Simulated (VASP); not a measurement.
Runs of VASP 6.6.1 on Ba. The structure is that of space group P6/mmm (No. 191), or close to it. The cells are those of the table. This isn't the form of Ba at room conditions, which is bcc.

| task | cell | k mesh | cutoff (eV) | gap on the mesh (eV) | pressure (GPa) |
| --- | --- | --- | --- | --- | --- |
| single point | a = 7.404, b = 7.404, c = 4.399 Å, angles 90.0, 90.0, 120.0°, 3 atoms | 5 × 5 × 7 | 520 | none | 0.0 |
| single point | a = 7.502, b = 7.502, c = 4.457 Å, angles 90.0, 90.0, 120.0°, 3 atoms | 6 × 6 × 8 | 520 | none | -0.3 |
| single point | a = 7.596, b = 7.596, c = 4.513 Å, angles 90.0, 90.0, 120.0°, 3 atoms | 6 × 6 × 8 | 520 | none | -0.5 |
| single point | a = 7.404, b = 7.404, c = 4.399 Å, angles 90.0, 90.0, 120.0°, 3 atoms | 7 × 7 × 10 | 520 | none | 0.0 |
| single point | a = 7.689, b = 7.689, c = 4.568 Å, angles 90.0, 90.0, 120.0°, 3 atoms | 6 × 6 × 8 | 520 | none | (a) |
| relaxation of cell and atoms | relaxed from a = 7.069, b = 7.069, c = 4.333 Å, angles 90.0, 90.0, 120.0°, 3 atoms | 5 × 5 × 7 | 600 | none | 0.0 |
| single point | a = 7.304, b = 7.304, c = 4.339 Å, angles 90.0, 90.0, 120.0°, 3 atoms | 6 × 6 × 8 | 520 | none | 0.4 |
| single point | a = 7.404, b = 7.404, c = 4.399 Å, angles 90.0, 90.0, 120.0°, 3 atoms | 6 × 6 × 8 | 520 | none | 0.0 |
| single point | a = 7.201, b = 7.201, c = 4.278 Å, angles 90.0, 90.0, 120.0°, 3 atoms | 6 × 6 × 8 | 520 | none | (b) |
| single point | a = 7.095, b = 7.095, c = 4.215 Å, angles 90.0, 90.0, 120.0°, 3 atoms | 6 × 6 × 8 | 520 | none | 1.2 |

Alike in all rows: level RPBE; potentials or basis VASP PAW PBE potentials, release 64 (Ba_sv); no spin polarisation; smearing fermi-dirac 0.1 eV.

Problem. Fill in the values left out.

Solution. (a) -0.7; (b) 0.7.

Caveats: the PAW data sets were made with another functional, which shifts forces and pressure a little; spin-orbit coupling is left out, which moves the levels of the heavy elements.

A k mesh can miss the band edges, and the runs leave out spin-orbit coupling on Ba.

A gap of «none» marks levels without a gap at the run's occupations.
